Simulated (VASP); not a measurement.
# GaN (F-43m) in VASP: a series of runs, part 2 of 2

VASP 6.6.1. Earlier steps stand in the parts before.

### 5 Single point, PBEsol

Contents of INCAR:

```
SYSTEM = GaN
PREC = Accurate
ENCUT = 600
EDIFF = 1E-6
ISMEAR = 0
SIGMA = 0.02
LREAL = .FALSE.
LASPH = .TRUE.
NELM = 120
ALGO = Normal
ISIF = 2
LWAVE = .FALSE.
LCHARG = .FALSE.
GGA = PS
NBANDS = 16
GGA_COMPAT = .FALSE.
```

Contents of KPOINTS:

```
Automatic mesh
0
G
  6 6 6
  0 0 0
```

Contents of POSCAR:

```
GaN
1.0
    0.0000000000      2.2491150736      2.2491150736
    2.2491150736      0.0000000000      2.2491150736
    2.2491150736      2.2491150736      0.0000000000
Ga N
1 1
Direct
    0.0000000000      0.0000000000      0.0000000000
    0.2500000000      0.2500000000      0.2500000000
```

Potentials or basis: VASP PAW PBE potentials, release 64 (Ga_d, N).

Run with:

```sh
$ cat potpaw_PBE.64/Ga_d/POTCAR potpaw_PBE.64/N/POTCAR > POTCAR
$ mpirun -np 1 vasp_std > vasp.out
```

OUTCAR:

```text
SYSTEM = GaN
   PREC = Accurate
   ENCUT = 600
   EDIFF = 1E-6
   ISMEAR = 0
   LREAL = .FALSE.
   LASPH = .TRUE.
   NELM = 120
   ISIF = 2
   GGA = PS

 ion  position               nearest neighbor table
   1  0.000  0.000  0.000-   2 1.95   2 1.95   2 1.95   2 1.95
   2  0.250  0.250  0.250-   1 1.95   1 1.95   1 1.95   1 1.95

  LATTYP: Found a face centered cubic cell.
 ALAT       =     4.4982301472

  Lattice vectors:

 A1 = (   0.0000000000,   2.2491150736,   2.2491150736)
 A2 = (   2.2491150736,   0.0000000000,   2.2491150736)
 A3 = (   2.2491150736,   2.2491150736,   0.0000000000)

Analysis of symmetry for initial positions (statically):
=====================================================================
 Subroutine PRICEL returns:
 Original cell was already a primitive cell.

 Routine SETGRP: Setting up the symmetry group for a
 face centered cubic supercell.

 Subroutine GETGRP returns: Found 24 space group operations
 (whereof 24 operations were pure point group operations)
 out of a pool of 48 trial point group operations.

The static configuration has the point symmetry T_d .

Analysis of symmetry for dynamics (positions and initial velocities):
=====================================================================
 Subroutine PRICEL returns:
 Original cell was already a primitive cell.

 Routine SETGRP: Setting up the symmetry group for a
 face centered cubic supercell.

 Subroutine GETGRP returns: Found 24 space group operations
 (whereof 24 operations were pure point group operations)
 out of a pool of 48 trial point group operations.

The dynamic configuration has the point symmetry T_d .

 Subroutine INISYM returns: Found 24 space group operations
 (whereof 24 operations are pure point group operations),
 and found     1 'primitive' translations

[... 100 lines left out ...]
   ISMEAR =     0;   SIGMA  =   0.02  broadening in eV -4-tet -1-fermi 0-gaus
   EFERMI_NEDOS =   21; number of points for ismear=-14 and -15
   IALGO  =     38    algorithm
   IMIX   =      4    mixing-type and parameters
     AMIX     =   0.40;   BMIX     =  1.00
     AMIX_MAG =   1.60;   BMIX_MAG =  1.00
  volume/ion in A,a.u.               =      11.38        76.78
  Fermi-wavevector in a.u.,A,eV,Ry     =   1.514063  2.861164 31.189822  2.292387
  Thomas-Fermi vector in A             =   2.623771
   LORBIT       =      0    0 simple, 1 ext, 2 COOP (PROOUT), +10 PAW based schemes
   GGA     = PS    functional components
   LHFCALC =     F    Hartree Fock is set to
   AEXX    =    0.0000 exact exchange contribution
   IVDW    =     0    specifies the selected vdW correction
   LEPSILON=     F    determine dielectric tensor
   LRPA    =     F    only Hartree local field effects (RPA)
 non-spin polarized calculation
 Gauss-broadening in eV      SIGMA  =   0.02
  energy-cutoff  :      600.00
  volume of cell :       22.75
 maximum number of plane-waves:       769
 NGX is ok and might be reduce to    28
   NGX = 13   NGY = 13   NGZ = 13

 number of electron      18.0000005 magnetization

 Free energy of the ion-electron system (eV)
  ---------------------------------------------------
  ext. energy  EPLUGINS =         0.00000000
  ---------------------------------------------------
  free energy    TOTEN  =       -13.11950287 eV

  energy without entropy =      -13.11950287  energy(sigma->0) =      -13.11950287

 E-fermi :   5.3961     XC(G=0): -11.9325

 val. band max:        5.2182759762   @ k =   0.0000   0.0000   0.0000
 cond. band min:       6.9363327135   @ k =   0.0000   0.0000   0.0000
 fundamental gap:      1.7180567373
 Fermi energy:         5.3961242392

 k-point     1 :       0.0000    0.0000    0.0000
  band No.  band energies     occupation
      1     -10.7662      2.00000
      2      -8.1954      2.00000
      3      -8.1954      2.00000
      4      -8.1954      2.00000
      5      -7.8645      2.00000
      6      -7.8645      2.00000
[... 281 lines left out ...]
      3      -7.9853      2.00000
      4      -7.8736      2.00000
      5      -7.8240      2.00000
      6      -5.9565      2.00000
[... 8 lines left out ...]
     15      25.7943      0.00000
     16      28.2388      0.00000

------------------------ aborting loop because EDIFF is reached ----------------------------------------

  FORCE on cell =-STRESS in cart. coord.  units (eV):
  Direction    XX          YY          ZZ          XY          YZ          ZX
  --------------------------------------------------------------------------------------
  -------------------------------------------------------------------------------------
  Total       -0.0622378     -0.0622378     -0.0622378     -0.0000000      0.0000000      0.0000000
  in kB       -4.3822778     -4.3822778     -4.3822778     -0.0000000      0.0000000      0.0000000
  external PRESSURE =      -4.3822778 kB  Pullay stress =       0.0000000 kB

 VOLUME and BASIS-vectors are now :
 -----------------------------------------------------------------------------
  energy-cutoff  :      600.00
  volume of cell :       22.75
      direct lattice vectors                 reciprocal lattice vectors
     0.000000000  2.249115074  2.249115074    -0.222309657  0.222309657  0.222309657
     2.249115074  0.000000000  2.249115074     0.222309657 -0.222309657  0.222309657
     2.249115074  2.249115074  0.000000000     0.222309657  0.222309657 -0.222309657

 POSITION                                       TOTAL-FORCE (eV/Angst)
 -----------------------------------------------------------------------------------
      0.00000      0.00000      0.00000        -0.000000     -0.000000     -0.000000
      1.12456      1.12456      1.12456         0.000000      0.000000      0.000000
 -----------------------------------------------------------------------------------
    total drift:                                0.000000      0.000000      0.000000

  FREE ENERGIE OF THE ION-ELECTRON SYSTEM (eV)
  ---------------------------------------------------
  free  energy   TOTEN  =       -13.1195028686 eV

  energy  without entropy=      -13.1195028686  energy(sigma->0) =      -13.11950287
```

OSZICAR:

```text
N       E                     dE             d eps       ncg     rms          rms(c)
DAV:   1     0.810073235477E+02    0.81007E+02   -0.99793E+03   576   0.219E+03
DAV:   2    -0.910805994668E+01   -0.90115E+02   -0.82347E+02   560   0.335E+02
DAV:   3    -0.148741933227E+02   -0.57661E+01   -0.57413E+01   584   0.737E+01
DAV:   4    -0.149392780679E+02   -0.65085E-01   -0.65075E-01   672   0.838E+00
DAV:   5    -0.149400776331E+02   -0.79957E-03   -0.79956E-03   600   0.794E-01    0.721E+00
DAV:   6    -0.131497949137E+02    0.17903E+01   -0.42742E+00   776   0.398E+01    0.265E+00
DAV:   7    -0.131389912512E+02    0.10804E-01   -0.27802E-01   568   0.574E+00    0.168E+00
DAV:   8    -0.131224733358E+02    0.16518E-01   -0.51246E-02   664   0.267E+00    0.658E-01
DAV:   9    -0.131194362472E+02    0.30371E-02   -0.11429E-02   752   0.236E+00    0.168E-01
DAV:  10    -0.131195353397E+02   -0.99093E-04   -0.11772E-03   648   0.493E-01    0.752E-02
DAV:  11    -0.131195009772E+02    0.34363E-04   -0.13288E-04   800   0.180E-01    0.646E-03
DAV:  12    -0.131195029350E+02   -0.19578E-05   -0.11997E-05   584   0.449E-02    0.428E-03
DAV:  13    -0.131195028686E+02    0.66405E-07   -0.42667E-07   368   0.120E-02
   1 F= -.13119503E+02 E0= -.13119503E+02  d E =-.713023E-38
```

stdout:

```text
POSCAR found type information on POSCAR GaN
 POSCAR found :  2 types and       2 ions
 scaLAPACK will be used
 -----------------------------------------------------------------------------
|                                                                             |
|                                                                             |
|     You enforced a specific xc type in the INCAR file but a different       |
|     I HOPE YOU KNOW WHAT YOU ARE DOING!                                     |
|                                                                             |
 -----------------------------------------------------------------------------

 LDA part: xc-table for (Slater+PW92), standard interpolation
 POSCAR, INCAR and KPOINTS ok, starting setup
 FFT: planning ... GRIDC
 FFT: planning ... GRID_SOFT
 FFT: planning ... GRID
 WAVECAR not read
 entering main loop
```

Run time: 11 s. Hardware: 1 thread of Intel Xeon Platinum 8488C (Sapphire Rapids), shared host; peak memory 0.16 GiB.

Results:

- Free energy: -13.1195 eV
- Pressure: -0.4 GPa
- Band gap on the k mesh: 1.72 eV, direct

Caveat: the PAW data sets were made with another functional, which shifts forces and pressure a little.

### 6 The runs side by side

| level | k mesh | cutoff (eV) | gap on the mesh (eV) | pressure (GPa) |
| --- | --- | --- | --- | --- |
| PBEsol | 10 × 10 × 10 | 520 | 1.72 | -0.2 |
| r2SCAN | 10 × 10 × 10 | 520 | 2.16 | 1.1 |
| PBEsol | 6 × 6 × 6 | 600 | 1.72 | -0.4 |

Alike in all rows: task single point; potentials or basis VASP PAW PBE potentials, release 64 (Ga_d, N); no spin polarisation; cell as given; smearing gaussian 0.02 eV.

On the cell as given the gap runs from 1.72 eV (PBEsol) to 2.16 eV (r2SCAN); the meshes differ, which moves gaps too. The pressure there spans -0.4 GPa (PBEsol) to 1.1 GPa (r2SCAN); a positive pressure means that this level wants a larger cell, a negative one a smaller.

Caveats: the PAW data sets were made with another functional, which shifts forces and pressure a little.

Absolute energies hang on the potentials; compare differences alone.
